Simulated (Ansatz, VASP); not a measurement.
**In5As5H18: VASP beside Ansatz**

```
As In H
1.0
    15.80000    0.00000    0.00000
     0.00000   16.40000    0.00000
     0.00000    0.00000   16.70000
As In H
5 5 18
Direct
  0.51810 0.41819 0.60036
  0.51810 0.60220 0.41966
  0.36700 0.39417 0.39607
  0.63754 0.39424 0.39614
  0.67430 0.60799 0.60606
  0.42475 0.51144 0.51124
  0.57056 0.29543 0.50860
  0.60781 0.71422 0.50064
  0.57056 0.50876 0.29911
  0.60779 0.50065 0.71038
  0.44781 0.37903 0.64942
  0.32256 0.53802 0.53733
  0.44782 0.65216 0.38122
  0.47962 0.25731 0.46402
  0.65104 0.24110 0.55263
  0.53645 0.77143 0.55459
  0.68865 0.74545 0.43878
  0.41648 0.33857 0.34148
  0.30705 0.33007 0.42898
  0.30704 0.42766 0.33313
  0.69518 0.34177 0.34460
  0.70960 0.43768 0.43879
  0.47961 0.46337 0.26167
  0.65102 0.55360 0.24573
  0.53643 0.55561 0.76654
  0.68862 0.43767 0.74107
  0.73734 0.65748 0.65466
  0.74167 0.56124 0.56016
```

Alike in both runs: functional PBEsol; k mesh 1 × 1 × 1; occupations gaussian, width 0.05 eV; no spin polarisation.

Ansatz relaxed the structure, and its values are those at the end. VASP's run is a single point on that final structure, the one shown.

```csv
,VASP,Ansatz
version,VASP 6.6.1,Ansatz 0.2.0
potentials or method,"VASP PAW PBE potentials, release 64 (As, In_d, H), cutoff 520 eV","scalar-relativistic, plane waves, PAW"
valence electrons in the cell,108,158
```

|  | VASP | Ansatz | Ansatz less VASP |
| --- | --- | --- | --- |
| gap on the k mesh at the Fermi level (eV) | 3.84 | 3.84 | +0.001 |
| rms of the force components (eV/Å) | 0.043 | 0.005 | -0.0382 |

VASP's potentials were made for PBE, not for PBEsol. The functional is the same, so the differences come from potentials, cutoffs and numerics. VASP's potentials hold 108 valence electrons a cell and Ansatz's 158, so a difference there can come from the potentials and not from the codes. Ansatz's warnings: xc potential rough in thin density.
